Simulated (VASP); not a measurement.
# ZnO in VASP: a series of runs

ZnO is run at these levels: PBE, r2SCAN; tasks: single point.

Everything below comes from runs of VASP 6.6.1. Logs are shortened: lines on timing, memory, paths and dates and some standing lists are left out, and cuts for length are marked.

### Step 1. The cell of the first run

It takes space group Fm-3m (No. 225, cubic). Conventional cell: a = 4.268 Å, b = 4.268 Å, c = 4.268 Å, α = 90.00°, β = 90.00°, γ = 90.00°. Within 2.8 Å of Zn (site symmetry m-3m) lie 6 O at 2.13 Å. Within 2.8 Å of O (site symmetry m-3m) lie 6 Zn at 2.13 Å.

### Step 2. Single point, PBE

INCAR reads:

```
PREC = Accurate
ENCUT = 520
EDIFF = 1E-7
ISMEAR = -1
SIGMA = 0.02
LREAL = F
LASPH = T
NELM = 100
ALGO = Normal
ISIF = 2
LWAVE = F
LCHARG = F
GGA = PE
NBANDS = 16
```

KPOINTS reads:

```
regular mesh
0
Gamma
  10 10 10
```

POSCAR reads:

```
ZnO
1.0
    0.0000000000      2.1337703864      2.1337703864
    2.1337703864      0.0000000000      2.1337703864
    2.1337703864      2.1337703864      0.0000000000
Zn O
1 1
Direct
    0.0000000000      0.0000000000      0.0000000000
    0.5000000000      0.5000000000      0.5000000000
```

Potentials or basis: VASP PAW PBE potentials, release 64 (Zn, O).

Run with:

```sh
> cat potpaw_PBE.64/Zn/POTCAR potpaw_PBE.64/O/POTCAR > POTCAR
> mpirun -np 1 vasp_std > vasp.out
```

OUTCAR:

```text
PREC = Accurate
   ENCUT = 520
   EDIFF = 1E-7
   ISMEAR = -1
   LREAL = F
   LASPH = T
   NELM = 100
   ISIF = 2
   GGA = PE

 ion  position               nearest neighbor table
   1  0.000  0.000  0.000-   2 2.13   2 2.13   2 2.13   2 2.13   2 2.13   2 2.13
   2  0.500  0.500  0.500-   1 2.13   1 2.13   1 2.13   1 2.13   1 2.13   1 2.13

  LATTYP: Found a face centered cubic cell.
 ALAT       =     4.2675407728

  Lattice vectors:

 A1 = (   0.0000000000,   2.1337703864,   2.1337703864)
 A2 = (   2.1337703864,   0.0000000000,   2.1337703864)
 A3 = (   2.1337703864,   2.1337703864,   0.0000000000)

Analysis of symmetry for initial positions (statically):
=====================================================================
 Subroutine PRICEL returns:
 Original cell was already a primitive cell.

 Routine SETGRP: Setting up the symmetry group for a
 face centered cubic supercell.

 Subroutine GETGRP returns: Found 48 space group operations
 (whereof 48 operations were pure point group operations)
 out of a pool of 48 trial point group operations.

The static configuration has the point symmetry O_h .

Analysis of symmetry for dynamics (positions and initial velocities):
=====================================================================
 Subroutine PRICEL returns:
 Original cell was already a primitive cell.

 Routine SETGRP: Setting up the symmetry group for a
 face centered cubic supercell.

 Subroutine GETGRP returns: Found 48 space group operations
 (whereof 48 operations were pure point group operations)
 out of a pool of 48 trial point group operations.

The dynamic configuration has the point symmetry O_h .

 Subroutine INISYM returns: Found 48 space group operations
 (whereof 48 operations are pure point group operations),
 and found     1 'primitive' translations

----------------------------------------------------------------------------------------

                                     Primitive cell

  volume of cell :      19.4300

  direct lattice vectors                    reciprocal lattice vectors
     0.000000000  2.133770386  2.133770386    -0.234326994  0.234326994  0.234326994
     2.133770386  0.000000000  2.133770386     0.234326994 -0.234326994  0.234326994
     2.133770386  2.133770386  0.000000000     0.234326994  0.234326994 -0.234326994

  length of vectors
     3.017607019  3.017607019  3.017607019     0.405866259  0.405866259  0.405866259

  position of ions in fractional coordinates (direct lattice)
     0.000000000  0.000000000  0.000000000
     0.500000000  0.500000000  0.500000000

  ion indices of the primitive-cell ions
   primitive index   ion index
                 1           1
                 2           2

----------------------------------------------------------------------------------------

 KPOINTS: regular mesh

Automatic generation of k-mesh.
 Grid dimensions read from file:
 generate k-points for:   10   10   10

 Generating k-lattice:

  Cartesian coordinates                     Fractional coordinates (reciprocal lattice)
    -0.023432699  0.023432699  0.023432699     0.100000000  0.000000000  0.000000000
     0.023432699 -0.023432699  0.023432699     0.000000000  0.100000000  0.000000000
     0.023432699  0.023432699 -0.023432699     0.000000000  0.000000000  0.100000000

  Length of vectors
     0.040586626  0.040586626  0.040586626

  Shift w.r.t. Gamma in fractional coordinates (k-lattice)
     0.000000000  0.000000000  0.000000000

 Subroutine IBZKPT returns following result:
 ===========================================

 Found     47 irreducible k-points:

 Following reciprocal coordinates:
            Coordinates               Weight
  0.000000  0.000000  0.000000      1.000000
  0.100000  0.000000  0.000000      8.000000
  0.200000  0.000000  0.000000      8.000000
  0.300000  0.000000  0.000000      8.000000
  0.400000  0.000000  0.000000      8.000000
  0.500000  0.000000  0.000000      4.000000
[... 16 lines left out ...]
  0.300000  0.300000  0.000000      6.000000
  0.400000  0.300000  0.000000     24.000000
 [... further k-points ...]
   k-points           NKPTS =     47   k-points in BZ     NKDIM =     47   number of bands    NBANDS=     16
   number of dos      NEDOS =    301   number of ions     NIONS =      2
   total plane-waves  NPLWV =  13824
   dimension x,y,z NGX =    24 NGY =   24 NGZ =   24
   dimension x,y,z NGXF=    48 NGYF=   48 NGZF=   48
   ions per type =               1   1
   NGX,Y,Z   is equivalent  to a cutoff of  13.22, 13.22, 13.22 a.u.
   NGXF,Y,Z  is equivalent  to a cutoff of  26.44, 26.44, 26.44 a.u.
 SYSTEM =  unknown system
   PREC   = accura    normal or accurate (medium, high low for compatibility)
   ISTART =      0    job   : 0-new  1-cont  2-samecut
   ICHARG =      2    charge: 1-file 2-atom 10-const
   ISPIN  =      1    spin polarized calculation?
   LNONCOLLINEAR =      F non collinear calculations
   LSORBIT =      F    spin-orbit coupling
   LASPH  =      T    aspherical Exc in radial PAW
   ENCUT  =  520.0 eV  38.22 Ry    6.18 a.u.   5.61  5.61  5.61*2*pi/ulx,y,z
   NELM   =    100;   NELMIN=  2; NELMDL= -5     # of ELM steps
   EDIFF  = 0.1E-06   stopping-criterion for ELM
   LREAL  =      F    real-space projection
   EDIFFG = 0.1E-05   stopping-criterion for IOM
   NSW    =      0    number of steps for IOM
   IBRION =     -1    ionic relax: 0-MD 1-quasi-New 2-CG
   NFREE  =      0    steps in history (QN), initial steepest desc. (CG)
   ISIF   =      2    stress and relaxation
   ISYM   =      2    0-nonsym 1-usesym 2-fastsym
   POTIM  = 0.5000    time-step for ionic-motion
   TEBEG  =    0.0;   TEEND  =   0.0 temperature during run
   PSTRESS=    0.0 pullay stress
   NELECT =      18.0000    total number of electrons
   NUPDOWN=      -1.0000    fix difference up-down
   EMIN   =  10.00;   EMAX   =-10.00  energy-range for DOS
   EFERMI =   0.00;   METHOD = LEGACY
   ISMEAR =    -1;   SIGMA  =   0.02  broadening in eV -4-tet -1-fermi 0-gaus
   EFERMI_NEDOS =   21; number of points for ismear=-14 and -15
   IALGO  =     38    algorithm
   IMIX   =      4    mixing-type and parameters
     AMIX     =   0.40;   BMIX     =  1.00
     AMIX_MAG =   1.60;   BMIX_MAG =  1.00
  volume/ion in A,a.u.               =       9.72        65.56
  Fermi-wavevector in a.u.,A,eV,Ry     =   1.595908  3.015830 34.653003  2.546924
  Thomas-Fermi vector in A             =   2.693754
   LORBIT       =      0    0 simple, 1 ext, 2 COOP (PROOUT), +10 PAW based schemes
   GGA     = PE    functional components
   LHFCALC =     F    Hartree Fock is set to
   AEXX    =    0.0000 exact exchange contribution
   IVDW    =     0    specifies the selected vdW correction
   LEPSILON=     F    determine dielectric tensor
   LRPA    =     F    only Hartree local field effects (RPA)
 non-spin polarized calculation
  energy-cutoff  :      520.00
  volume of cell :       19.43
 maximum number of plane-waves:       544
 NGX is ok and might be reduce to    24
   NGX = 11   NGY = 11   NGZ = 11

 number of electron      18.0000003 magnetization

 Free energy of the ion-electron system (eV)
  ---------------------------------------------------
  ext. energy  EPLUGINS =         0.00000000
  ---------------------------------------------------
  free energy    TOTEN  =        -8.60455266 eV

  energy without entropy =       -8.60455266  energy(sigma->0) =       -8.60455266

 E-fermi :   3.3157     XC(G=0): -12.3437

 val. band max:        2.8261716956   @ k =   0.5000   0.0000   0.0000
 cond. band min:       3.7427118619   @ k =   0.0000   0.0000   0.0000
 fundamental gap:      0.9165401664
 Fermi energy:         3.3157431276

 k-point     1 :       0.0000    0.0000    0.0000
  band No.  band energies     occupation
      1     -15.8519      2.00000
      2      -2.0468      2.00000
      3      -2.0468      2.00000
      4      -2.0468      2.00000
      5      -1.8274      2.00000
      6      -1.8274      2.00000
[... 8 lines left out ...]
     15      22.3471      0.00000
     16      22.3471      0.00000

 k-point     2 :       0.1000    0.0000    0.0000
  band No.  band energies     occupation
      1     -15.7397      2.00000
      2      -2.1308      2.00000
      3      -2.0643      2.00000
      4      -2.0643      2.00000
      5      -1.9201      2.00000
      6      -1.9201      2.00000
[... 8 lines left out ...]
     15      22.4534      0.00000
     16      22.4534      0.00000

 k-point     3 :       0.2000    0.0000    0.0000
  band No.  band energies     occupation
      1     -15.4296      2.00000
      2      -2.5532      2.00000
      3      -2.3468      2.00000
      4      -2.3468      2.00000
      5      -1.8730      2.00000
      6      -1.8730      2.00000
[... 8 lines left out ...]
     15      23.2638      0.00000
     16      23.2638      0.00000

 k-point     4 :       0.3000    0.0000    0.0000
  band No.  band energies     occupation
      1     -15.0061      2.00000
      2      -3.4510      2.00000
      3      -2.6875      2.00000
      4      -2.6875      2.00000
      5      -1.7539      2.00000
      6      -1.7539      2.00000
[... 8 lines left out ...]
     15      24.6810      0.00000
     16      24.6810      0.00000

 k-point     5 :       0.4000    0.0000    0.0000
  band No.  band energies     occupation
      1     -14.6212      2.00000
      2      -4.2966      2.00000
      3      -2.9306      2.00000
      4      -2.9306      2.00000
      5      -1.6525      2.00000
      6      -1.6525      2.00000
[... 8 lines left out ...]
     15      26.4353      0.00000
     16      26.4353      0.00000

 k-point     6 :       0.5000    0.0000    0.0000
  band No.  band energies     occupation
      1     -14.4615      2.00000
      2      -4.6298      2.00000
      3      -3.0174      2.00000
      4      -3.0174      2.00000
      5      -1.6131      2.00000
      6      -1.6131      2.00000
[... 8 lines left out ...]
     15      27.5636      0.00000
     16      27.5636      0.00000

 k-point     7 :       0.1000    0.1000    0.0000
  band No.  band energies     occupation
      1     -15.7041      2.00000
      2      -2.1898      2.00000
      3      -2.0885      2.00000
      4      -2.0489      2.00000
      5      -2.0489      2.00000
      6      -1.8078      2.00000
[... 8 lines left out ...]
     15      24.3181      0.00000
     16      24.4952      0.00000

 k-point     8 :       0.2000    0.1000    0.0000
  band No.  band energies     occupation
      1     -15.4651      2.00000
      2      -2.6225      2.00000
      3      -2.2425      2.00000
      4      -2.1426      2.00000
      5      -1.9827      2.00000
      6      -1.7994      2.00000
[... 8 lines left out ...]
     15      24.2654      0.00000
     16      25.3353      0.00000

 k-point     9 :       0.3000    0.1000    0.0000
  band No.  band energies     occupation
      1     -15.0856      2.00000
      2      -3.2366      2.00000
      3      -2.5908      2.00000
      4      -2.4404      2.00000
      5      -1.8709      2.00000
      6      -1.7138      2.00000
[... 8 lines left out ...]
     15      24.4276      0.00000
     16      26.1459      0.00000
[... 172 lines left out ...]
 k-point    19 :       0.5000    0.2000    0.0000
  band No.  band energies     occupation
      1     -14.4290      2.00000
      2      -3.9187      2.00000
      3      -2.9245      2.00000
      4      -2.7037      2.00000
      5      -1.7190      2.00000
      6      -1.5789      2.00000
[... 8 lines left out ...]
     15      27.5866      0.00000
     16      28.4215      0.00000

 k-point    20 :      -0.4000    0.2000    0.0000
  band No.  band energies     occupation
      1     -14.3822      2.00000
      2      -4.0359      2.00000
      3      -2.8987      2.00000
      4      -2.8670      2.00000
      5      -1.6327      2.00000
      6      -1.6199      2.00000
[... 8 lines left out ...]
     15      26.4778      0.00000
     16      26.7071      0.00000

 k-point    21 :      -0.3000    0.2000    0.0000
  band No.  band energies     occupation
      1     -14.5692      2.00000
      2      -3.8594      2.00000
      3      -2.8892      2.00000
      4      -2.7147      2.00000
      5      -1.7326      2.00000
      6      -1.5770      2.00000
[... 8 lines left out ...]
     15      25.1596      0.00000
     16      25.9523      0.00000

 k-point    22 :      -0.2000    0.2000    0.0000
  band No.  band energies     occupation
      1     -14.8948      2.00000
      2      -3.4509      2.00000
      3      -2.7805      2.00000
      4      -2.5207      2.00000
      5      -1.8344      2.00000
      6      -1.6147      2.00000
[... 8 lines left out ...]
     15      24.8548      0.00000
     16      25.9457      0.00000

 k-point    23 :       0.3000    0.3000    0.0000
  band No.  band energies     occupation
      1     -14.8432      2.00000
      2      -3.4021      2.00000
      3      -2.3338      2.00000
      4      -1.8863      2.00000
      5      -1.8863      2.00000
      6      -1.6925      2.00000
[... 8 lines left out ...]
     15      30.0623      0.00000
     16      31.3252      0.00000

 k-point    24 :       0.4000    0.3000    0.0000
  band No.  band energies     occupation
      1     -14.6030      2.00000
      2      -3.4149      2.00000
      3      -2.4656      2.00000
      4      -2.0184      2.00000
      5      -1.7974      2.00000
      6      -1.5877      2.00000
[... 8 lines left out ...]
     15      30.4405      0.00000
     16      30.9064      0.00000

 [... further k-points ...]

------------------------ aborting loop because EDIFF is reached ----------------------------------------

  FORCE on cell =-STRESS in cart. coord.  units (eV):
  Direction    XX          YY          ZZ          XY          YZ          ZX
  --------------------------------------------------------------------------------------
  -------------------------------------------------------------------------------------
  Total        1.1092990      1.1092990      1.1092990     -0.0000000      0.0000000     -0.0000000
  in kB       91.4715785     91.4715785     91.4715785     -0.0000000      0.0000000     -0.0000000
  external PRESSURE =      91.4715785 kB  Pullay stress =       0.0000000 kB

 VOLUME and BASIS-vectors are now :
 -----------------------------------------------------------------------------
  energy-cutoff  :      520.00
  volume of cell :       19.43
      direct lattice vectors                 reciprocal lattice vectors
     0.000000000  2.133770386  2.133770386    -0.234326994  0.234326994  0.234326994
     2.133770386  0.000000000  2.133770386     0.234326994 -0.234326994  0.234326994
     2.133770386  2.133770386  0.000000000     0.234326994  0.234326994 -0.234326994

 POSITION                                       TOTAL-FORCE (eV/Angst)
 -----------------------------------------------------------------------------------
      0.00000      0.00000      0.00000        -0.000000      0.000000      0.000000
      2.13377      2.13377      2.13377         0.000000     -0.000000     -0.000000
 -----------------------------------------------------------------------------------
    total drift:                                0.000000     -0.000000     -0.000000

  FREE ENERGIE OF THE ION-ELECTRON SYSTEM (eV)
  ---------------------------------------------------
  free  energy   TOTEN  =        -8.6045526575 eV

  energy  without entropy=       -8.6045526575  energy(sigma->0) =       -8.60455266
```

Run time: 45 s. Hardware: 1 thread of AMD EPYC 7R13, shared host; peak memory 0.11 GiB.

Results:

```yaml
Free_energy: -8.6046 eV
Pressure: 9.1 GPa
Band_gap_on_the_k_mesh: 0.92 eV, indirect (least direct gap 2.32 eV)
```

A k mesh can miss the band edges.

(Part 1 of 3 ends here.)
